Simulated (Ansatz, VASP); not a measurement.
One calculation of InP, two programs

INCAR

```
SYSTEM = InP
ALGO = Normal
EDIFF = 1E-6
ENCUT = 520
GGA = CA
ISIF = 2
ISMEAR = 0
LASPH = .TRUE.
LCHARG = .TRUE.
LELF = .TRUE.
LREAL = .FALSE.
LVHAR = .TRUE.
LWAVE = .FALSE.
NBANDS = 16
NELM = 100
PREC = Accurate
SIGMA = 0.05
```

File KPOINTS:

```
k-points
0
G
  12 12 12
  0 0 0
```

File POSCAR:

```
InP
1.0
    0.0000000000      3.2297616730      2.6923655160
    2.6923655160      0.0000000000      2.6923655160
    2.6923655160      3.2297616730      0.0000000000
In P
1 1
Direct
    0.0000000000      0.0000000000      0.0000000000
    0.7500000000      0.7500000000      0.7500000000
```

Input for Ansatz:

```yaml
crystal:
  lattice:
    - [0.0, 3.229761673, 2.692365516]
    - [2.692365516, 0.0, 2.692365516]
    - [2.692365516, 3.229761673, 0.0]
  atoms:
    - { symbol: In, position: [0.0, 0.0, 0.0] }
    - { symbol: P, position: [0.75, 0.75, 0.75] }
basis:
  ecutwfc: 420
kpoints:
  mp_grid: { grid: [12, 12, 12] }
hamiltonian:
  xc: lda
  pseudopotentials: { kind: paw, azcp: { folder: soft_1 } }
scf:
  occupations: { method: gaussian, width: 0.05 }
output:
  forces: true
  stress: true
  eigenvalues: true
```

Alike in both runs: task single point; functional LDA; k mesh 12 × 12 × 12; occupations gaussian, width 0.05 eV; no spin polarisation.

```csv
,VASP,Ansatz
version,VASP 6.6.1,Ansatz 0.2.0
potentials or method,"VASP PAW LDA potentials, release 64 (In_d, P), cutoff 520 eV","scalar-relativistic, plane waves, PAW"
valence electrons in the cell,18,18
```

|  | VASP | Ansatz | Ansatz less VASP |
| --- | --- | --- | --- |
| gap on the k mesh at the Fermi level (eV) | 0.30 | 0.26 | -0.032 |
| least direct gap on the mesh (eV) | 0.30 | 0.26 | -0.032 |
| pressure (GPa) | 3.5 | 3.5 | -0.02 |
| traceless stress, the component that is largest in VASP (GPa) | -7.30 | -7.30 | -0.008 |

Ansatz warns that its potentials were made for another functional, while VASP's fit it. LDA's correlation is that of Perdew and Zunger in VASP and of Perdew and Wang (1992) in Ansatz.
